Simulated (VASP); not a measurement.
# SrCd (Pm-3m) in VASP: further runs

The runs below take SrCd through electric field gradients, single point, with LDA.

Program: VASP 6.6.1. These are calculated values, not measurements. Logs are shortened: lines on timing, memory, paths and dates and some standing lists are left out, and cuts for length are marked.

**1. The cell of the first run**

The structure is cubic, space group Pm-3m (No. 221). The conventional cell has a = 4.016 Å, b = 4.016 Å, c = 4.016 Å, α = 90.00°, β = 90.00°, γ = 90.00°. Sr (site symmetry m-3m) has 8 Cd at 3.48 Å and 6 Sr at 4.02 Å within 4.6 Å. Within 4.6 Å of Cd (site symmetry m-3m) lie 8 Sr at 3.48 Å and 6 Cd at 4.02 Å.

**2. Electric field gradients, LDA (32.39 Å³/atom)**

Contents of INCAR:

```
SYSTEM = SrCd
PREC = Accurate ; ENCUT = 520
EDIFF = 1E-8 ; ISMEAR = -1
SIGMA = 0.08 ; LREAL = .FALSE.
LASPH = .TRUE. ; NELM = 80
ALGO = Normal ; ISIF = 2
LWAVE = .FALSE. ; LCHARG = .FALSE.
LEFG = .TRUE. ; NBANDS = 18
```

Contents of KPOINTS:

```
Automatic mesh
0
G
  10 10 10
  0 0 0
```

Contents of POSCAR:

```
SrCd
1.0
    4.0162991010      0.0000000000      0.0000000000
    0.0000000000      4.0162991010      0.0000000000
    0.0000000000      0.0000000000      4.0162991010
Sr Cd
1 1
Direct
    0.5000000000      0.5000000000      0.5000000000
    0.0000000000      0.0000000000      0.0000000000
```

Potentials or basis: VASP PAW LDA potentials, release 64 (Sr_sv, Cd).

Started as:

```sh
$ cat potpaw_LDA.64/Sr_sv/POTCAR potpaw_LDA.64/Cd/POTCAR > POTCAR
$ mpirun -np 1 vasp_std > vasp.out
```

OUTCAR:

```text
SYSTEM = SrCd
   PREC = Accurate
   ENCUT = 520
   EDIFF = 1E-8
   ISMEAR = -1
   LREAL = .FALSE.
   LASPH = .TRUE.
   NELM = 80
   ISIF = 2

 ion  position               nearest neighbor table
   1  0.500  0.500  0.500-   2 3.48   2 3.48   2 3.48   2 3.48   2 3.48   2 3.48   2 3.48   2 3.48

   2  0.000  0.000  0.000-   1 3.48   1 3.48   1 3.48   1 3.48   1 3.48   1 3.48   1 3.48   1 3.48

  LATTYP: Found a simple cubic cell.
 ALAT       =     4.0162991010

  Lattice vectors:

 A1 = (   4.0162991010,   0.0000000000,   0.0000000000)
 A2 = (   0.0000000000,   4.0162991010,   0.0000000000)
 A3 = (   0.0000000000,   0.0000000000,   4.0162991010)

Analysis of symmetry for initial positions (statically):
=====================================================================
 Subroutine PRICEL returns:
 Original cell was already a primitive cell.

 Routine SETGRP: Setting up the symmetry group for a
 simple cubic supercell.

 Subroutine GETGRP returns: Found 48 space group operations
 (whereof 48 operations were pure point group operations)
 out of a pool of 48 trial point group operations.

The static configuration has the point symmetry O_h .

Analysis of symmetry for dynamics (positions and initial velocities):
=====================================================================
 Subroutine PRICEL returns:
 Original cell was already a primitive cell.

 Routine SETGRP: Setting up the symmetry group for a
 simple cubic supercell.

 Subroutine GETGRP returns: Found 48 space group operations
 (whereof 48 operations were pure point group operations)
 out of a pool of 48 trial point group operations.

The dynamic configuration has the point symmetry O_h .

 Subroutine INISYM returns: Found 48 space group operations
 (whereof 48 operations are pure point group operations),
 and found     1 'primitive' translations

----------------------------------------------------------------------------------------

                                     Primitive cell

  volume of cell :      64.7855

  direct lattice vectors                    reciprocal lattice vectors
     4.016299101  0.000000000  0.000000000     0.248985440  0.000000000  0.000000000
     0.000000000  4.016299101  0.000000000     0.000000000  0.248985440  0.000000000
     0.000000000  0.000000000  4.016299101     0.000000000  0.000000000  0.248985440

  length of vectors
     4.016299101  4.016299101  4.016299101     0.248985440  0.248985440  0.248985440

  position of ions in fractional coordinates (direct lattice)
     0.500000000  0.500000000  0.500000000
     0.000000000  0.000000000  0.000000000

  ion indices of the primitive-cell ions
   primitive index   ion index
                 1           1
                 2           2

----------------------------------------------------------------------------------------

 KPOINTS: Automatic mesh

Automatic generation of k-mesh.
 Grid dimensions read from file:
 generate k-points for:   10   10   10

 Generating k-lattice:

  Cartesian coordinates                     Fractional coordinates (reciprocal lattice)
     0.024898544  0.000000000  0.000000000     0.100000000  0.000000000  0.000000000
     0.000000000  0.024898544  0.000000000     0.000000000  0.100000000  0.000000000
     0.000000000  0.000000000  0.024898544     0.000000000  0.000000000  0.100000000

  Length of vectors
     0.024898544  0.024898544  0.024898544

  Shift w.r.t. Gamma in fractional coordinates (k-lattice)
     0.000000000  0.000000000  0.000000000

 Subroutine IBZKPT returns following result:
 ===========================================

 Found     56 irreducible k-points:

 Following reciprocal coordinates:
            Coordinates               Weight
  0.000000  0.000000  0.000000      1.000000
  0.100000  0.000000  0.000000      6.000000
  0.200000  0.000000  0.000000      6.000000
  0.300000  0.000000  0.000000      6.000000
  0.400000  0.000000  0.000000      6.000000
  0.500000  0.000000  0.000000      3.000000
[... 16 lines left out ...]
  0.200000  0.100000  0.100000     24.000000
  0.300000  0.100000  0.100000     24.000000
 [... further k-points ...]
   k-points           NKPTS =     56   k-points in BZ     NKDIM =     56   number of bands    NBANDS=     18
   number of dos      NEDOS =    301   number of ions     NIONS =      2
   total plane-waves  NPLWV =  27000
   dimension x,y,z NGX =    30 NGY =   30 NGZ =   30
   dimension x,y,z NGXF=    60 NGYF=   60 NGZF=   60
   ions per type =               1   1
   NGX,Y,Z   is equivalent  to a cutoff of  12.42, 12.42, 12.42 a.u.
   NGXF,Y,Z  is equivalent  to a cutoff of  24.84, 24.84, 24.84 a.u.
 SYSTEM =  SrCd
   PREC   = accura    normal or accurate (medium, high low for compatibility)
   ISTART =      0    job   : 0-new  1-cont  2-samecut
   ICHARG =      2    charge: 1-file 2-atom 10-const
   ISPIN  =      1    spin polarized calculation?
   LNONCOLLINEAR =      F non collinear calculations
   LSORBIT =      F    spin-orbit coupling
   LASPH  =      T    aspherical Exc in radial PAW
   ENCUT  =  520.0 eV  38.22 Ry    6.18 a.u.   7.47  7.47  7.47*2*pi/ulx,y,z
   NELM   =     80;   NELMIN=  2; NELMDL= -5     # of ELM steps
   EDIFF  = 0.1E-07   stopping-criterion for ELM
   LREAL  =      F    real-space projection
   EDIFFG = 0.1E-06   stopping-criterion for IOM
   NSW    =      0    number of steps for IOM
   IBRION =     -1    ionic relax: 0-MD 1-quasi-New 2-CG
   NFREE  =      0    steps in history (QN), initial steepest desc. (CG)
   ISIF   =      2    stress and relaxation
   ISYM   =      2    0-nonsym 1-usesym 2-fastsym
   POTIM  = 0.5000    time-step for ionic-motion
   TEBEG  =    0.0;   TEEND  =   0.0 temperature during run
   PSTRESS=    0.0 pullay stress
   NELECT =      22.0000    total number of electrons
   NUPDOWN=      -1.0000    fix difference up-down
   EMIN   =  10.00;   EMAX   =-10.00  energy-range for DOS
   EFERMI =   0.00;   METHOD = LEGACY
   ISMEAR =    -1;   SIGMA  =   0.08  broadening in eV -4-tet -1-fermi 0-gaus
   EFERMI_NEDOS =   21; number of points for ismear=-14 and -15
   IALGO  =     38    algorithm
   IMIX   =      4    mixing-type and parameters
     AMIX     =   0.40;   BMIX     =  1.00
     AMIX_MAG =   1.60;   BMIX_MAG =  1.00
  volume/ion in A,a.u.               =      32.39       218.60
  Fermi-wavevector in a.u.,A,eV,Ry     =   1.142150  2.158350 17.748879  1.304506
  Thomas-Fermi vector in A             =   2.278848
   LORBIT       =      0    0 simple, 1 ext, 2 COOP (PROOUT), +10 PAW based schemes
   GGA     = CA    functional components
   LHFCALC =     F    Hartree Fock is set to
   AEXX    =    0.0000 exact exchange contribution
   IVDW    =     0    specifies the selected vdW correction
   LEPSILON=     F    determine dielectric tensor
   LRPA    =     F    only Hartree local field effects (RPA)
 non-spin polarized calculation
  energy-cutoff  :      520.00
  volume of cell :       64.79
 maximum number of plane-waves:      1771
 NGX is ok and might be reduce to    30
   NGX = 15   NGY = 15   NGZ = 15

 number of electron      21.9999994 magnetization

 Free energy of the ion-electron system (eV)
  ---------------------------------------------------
  ext. energy  EPLUGINS =         0.00000000
  ---------------------------------------------------
  free energy    TOTEN  =        -4.09303619 eV

  energy without entropy =       -4.06648986  energy(sigma->0) =       -4.07976302

 E-fermi :   2.0213     XC(G=0):  -9.3942

 val. band max:        1.9537702538   @ k =   0.5000   0.5000   0.1000
 cond. band min:       2.0329304537   @ k =   0.5000   0.3000   0.3000
 fundamental gap:      0.0791601999
 Fermi energy:         2.0212616997

 k-point     1 :       0.0000    0.0000    0.0000
  band No.  band energies     occupation
      1     -33.5907      2.00000
      2     -15.6276      2.00000
      3     -15.6276      2.00000
      4     -15.6276      2.00000
      5      -6.5878      2.00000
      6      -6.5878      2.00000
[... 10 lines left out ...]
     17       7.1545      0.00000
     18       7.1545      0.00000

 k-point     2 :       0.1000    0.0000    0.0000
  band No.  band energies     occupation
      1     -33.5896      2.00000
      2     -15.6501      2.00000
      3     -15.6260      2.00000
      4     -15.6260      2.00000
      5      -6.5853      2.00000
      6      -6.5716      2.00000
[... 10 lines left out ...]
     17       7.5774      0.00000
     18       7.5774      0.00000
[... 442 lines left out ...]
 k-point    24 :       0.3000    0.1000    0.1000
  band No.  band energies     occupation
      1     -33.5807      2.00000
      2     -15.7724      2.00000
      3     -15.6361      2.00000
      4     -15.6345      2.00000
      5      -6.5477      2.00000
      6      -6.4787      2.00000
[... 10 lines left out ...]
     17       8.5951      0.00000
     18       9.2883      0.00000

 [... further k-points ...]
[... 5 lines left out ...]
  --------------------------------------------------------------------------------------
  -------------------------------------------------------------------------------------
  Total       -0.8837914     -0.8837914     -0.8837914      0.0000000     -0.0000000      0.0000000
  in kB      -21.8565801    -21.8565801    -21.8565801      0.0000000     -0.0000000      0.0000000
  external PRESSURE =     -21.8565801 kB  Pullay stress =       0.0000000 kB

 VOLUME and BASIS-vectors are now :
 -----------------------------------------------------------------------------
  energy-cutoff  :      520.00
  volume of cell :       64.79
      direct lattice vectors                 reciprocal lattice vectors
     4.016299101  0.000000000  0.000000000     0.248985440  0.000000000  0.000000000
     0.000000000  4.016299101  0.000000000     0.000000000  0.248985440  0.000000000
     0.000000000  0.000000000  4.016299101     0.000000000  0.000000000  0.248985440

 POSITION                                       TOTAL-FORCE (eV/Angst)
 -----------------------------------------------------------------------------------
      2.00815      2.00815      2.00815         0.000000      0.000000      0.000000
      0.00000      0.00000      0.00000         0.000000      0.000000      0.000000
 -----------------------------------------------------------------------------------
    total drift:                                0.000000      0.000000     -0.000000

  FREE ENERGIE OF THE ION-ELECTRON SYSTEM (eV)
  ---------------------------------------------------
  free  energy   TOTEN  =        -4.0930361884 eV

  energy  without entropy=       -4.0664898554  energy(sigma->0) =       -4.07976302

 Electric field gradients (V/A^2)
---------------------------------------------------------------------
 ion       V_xx      V_yy      V_zz      V_xy      V_xz      V_yz
---------------------------------------------------------------------
   1       0.000     0.000    -0.000    -0.000    -0.000    -0.000
   2       0.000     0.000    -0.000    -0.000    -0.000    -0.000
---------------------------------------------------------------------

 Electric field gradients after diagonalization (V/A^2)
 (convention: |V_zz| > |V_xx| > |V_yy|)
----------------------------------------------------------------------
 ion       V_xx      V_yy      V_zz     asymmetry (V_yy - V_xx)/ V_zz
----------------------------------------------------------------------
   1       0.000     0.000    -0.000       0.366
   2       0.000    -0.000     0.000      -1.882
----------------------------------------------------------------------

           NMR quadrupolar parameters

 Cq : quadrupolar parameter    Cq=e*Q*V_zz/h
 eta: asymmetry parameters     (V_yy - V_xx)/ V_zz
 Q  : nuclear electric quadrupole moment in mb (millibarn)
----------------------------------------------------------------------
 ion       Cq(MHz)       eta       Q (mb)
----------------------------------------------------------------------
   1      -0.000       0.366       1.000
   2       0.000      -1.882       1.000
----------------------------------------------------------------------
```

Run time: 36 s. Hardware: 1 thread of Oxide Virtual Turin-like, shared host; peak memory 0.16 GiB.

Results:

```yaml
Free_energy: -4.0930 eV
Pressure: -2.2 GPa
Band_gap_on_the_k_mesh: zero (bands 11 and 12 overlap by 2.10 eV)
Largest_electric_field_gradient_by_atom: under 0.05 V/Å² on every atom
```

**3. Electric field gradients, LDA (33.35 Å³/atom)**

This run uses another cell than the first one, of 33.35 Å³/atom.

Contents of INCAR:

```
SYSTEM = SrCd
  PREC = Accurate
  ENCUT = 520
  EDIFF = 1E-8
  ISMEAR = -1
  SIGMA = 0.08
  LREAL = .FALSE.
  LASPH = .TRUE.
  NELM = 60
  ALGO = Normal
  ISIF = 2
  LWAVE = .FALSE.
  LCHARG = .FALSE.
  GGA = CA
  LEFG = .TRUE.
  NBANDS = 18
```

KPOINTS is that of step 2.

Contents of POSCAR:

```
SrCd
1.0
    4.0556770935      0.0000000000      0.0000000000
    0.0000000000      4.0556770935      0.0000000000
    0.0000000000      0.0000000000      4.0556770935
Sr Cd
1 1
Direct
    0.5000000000      0.5000000000      0.5000000000
    0.0000000000      0.0000000000      0.0000000000
```

Potentials or basis: VASP PAW LDA potentials, release 64 (Sr_sv, Cd).

Started as:

```sh
$ cat potpaw_LDA.64/Sr_sv/POTCAR potpaw_LDA.64/Cd/POTCAR > POTCAR
$ mpirun -np 1 vasp_std > vasp.out
```

OUTCAR:

```text
SYSTEM = SrCd
   PREC = Accurate
   ENCUT = 520
   EDIFF = 1E-8
   ISMEAR = -1
   LREAL = .FALSE.
   LASPH = .TRUE.
   NELM = 60
   ISIF = 2
   GGA = CA

 ion  position               nearest neighbor table
   1  0.500  0.500  0.500-   2 3.51   2 3.51   2 3.51   2 3.51   2 3.51   2 3.51   2 3.51   2 3.51

   2  0.000  0.000  0.000-   1 3.51   1 3.51   1 3.51   1 3.51   1 3.51   1 3.51   1 3.51   1 3.51

  LATTYP: Found a simple cubic cell.
 ALAT       =     4.0556770935

  Lattice vectors:

 A1 = (   4.0556770935,   0.0000000000,   0.0000000000)
[... 717 lines left out ...]
  free  energy   TOTEN  =        -4.0631373423 eV

  energy  without entropy=       -4.0361183295  energy(sigma->0) =       -4.04962784

 Electric field gradients (V/A^2)
---------------------------------------------------------------------
 ion       V_xx      V_yy      V_zz      V_xy      V_xz      V_yz
---------------------------------------------------------------------
   1      -0.000     0.000    -0.000    -0.000    -0.000    -0.000
   2      -0.000    -0.000     0.000     0.000     0.000     0.000
---------------------------------------------------------------------

 Electric field gradients after diagonalization (V/A^2)
 (convention: |V_zz| > |V_xx| > |V_yy|)
----------------------------------------------------------------------
 ion       V_xx      V_yy      V_zz     asymmetry (V_yy - V_xx)/ V_zz
----------------------------------------------------------------------
   1       0.000    -0.000    -0.000       0.881
   2      -0.000    -0.000     0.000       0.137
----------------------------------------------------------------------

           NMR quadrupolar parameters

 Cq : quadrupolar parameter    Cq=e*Q*V_zz/h
 eta: asymmetry parameters     (V_yy - V_xx)/ V_zz
 Q  : nuclear electric quadrupole moment in mb (millibarn)
----------------------------------------------------------------------
 ion       Cq(MHz)       eta       Q (mb)
----------------------------------------------------------------------
   1      -0.000       0.881       1.000
   2       0.000       0.137       1.000
----------------------------------------------------------------------
```

OSZICAR:

```text
N       E                     dE             d eps       ncg     rms          rms(c)
DAV:   1     0.136117084772E+03    0.13612E+03   -0.11249E+04  2048   0.112E+03
DAV:   2     0.272556647955E+01   -0.13339E+03   -0.12935E+03  2182   0.286E+02
DAV:   3    -0.405824140084E+01   -0.67838E+01   -0.67455E+01  3432   0.557E+01
DAV:   4    -0.418401414678E+01   -0.12577E+00   -0.12553E+00  2410   0.529E+00
DAV:   5    -0.418557959774E+01   -0.15655E-02   -0.15646E-02  2814   0.495E-01    0.157E+01
DAV:   6    -0.407138740446E+01    0.11419E+00   -0.39448E-01  2222   0.507E+00    0.830E+00
DAV:   7    -0.406424634927E+01    0.71411E-02   -0.36147E-02  2318   0.146E+00    0.135E+00
DAV:   8    -0.406318908064E+01    0.10573E-02   -0.48175E-03  3044   0.666E-01    0.202E-01
DAV:   9    -0.406312469539E+01    0.64385E-04   -0.38275E-04  2946   0.115E-01    0.275E-02
DAV:  10    -0.406313513703E+01   -0.10442E-04   -0.36980E-05  3276   0.276E-02    0.150E-02
DAV:  11    -0.406313724047E+01   -0.21034E-05   -0.28260E-06  2454   0.107E-02    0.789E-03
DAV:  12    -0.406313735513E+01   -0.11466E-06   -0.23132E-07  2560   0.308E-03    0.248E-03
DAV:  13    -0.406313734177E+01    0.13363E-07   -0.54241E-08  3350   0.106E-03    0.506E-04
DAV:  14    -0.406313734231E+01   -0.54024E-09   -0.82406E-10  1314   0.193E-04
   1 F= -.40631373E+01 E0= -.40496278E+01  d E =-.270190E-01
```

stdout:

```text
POSCAR found type information on POSCAR SrCd
 POSCAR found :  2 types and       2 ions
 scaLAPACK will be used
 LDA part: xc-table for (Slater(with rela. corr.)+CA(PZ))
 , standard interpolation
 POSCAR, INCAR and KPOINTS ok, starting setup
 FFT: planning ... GRIDC
 FFT: planning ... GRID_SOFT
 FFT: planning ... GRID
 WAVECAR not read
 entering main loop
ion   1

ion   2
```

It took 47 s on 1 thread of Oxide Virtual Turin-like, shared host; peak memory 0.16 GiB.

Results:

```
Free energy                             : -4.0631 eV
Pressure                                : -2.8 GPa
Band gap on the k mesh                  : zero (bands 11 and 12 overlap by 2.04 eV)
Largest electric field gradient by atom : under 0.05 V/Å² on every atom
```

(Part 1 of 2 ends here.)

The gap in the log of VASP goes by the Fermi energy; the results here count the filled bands.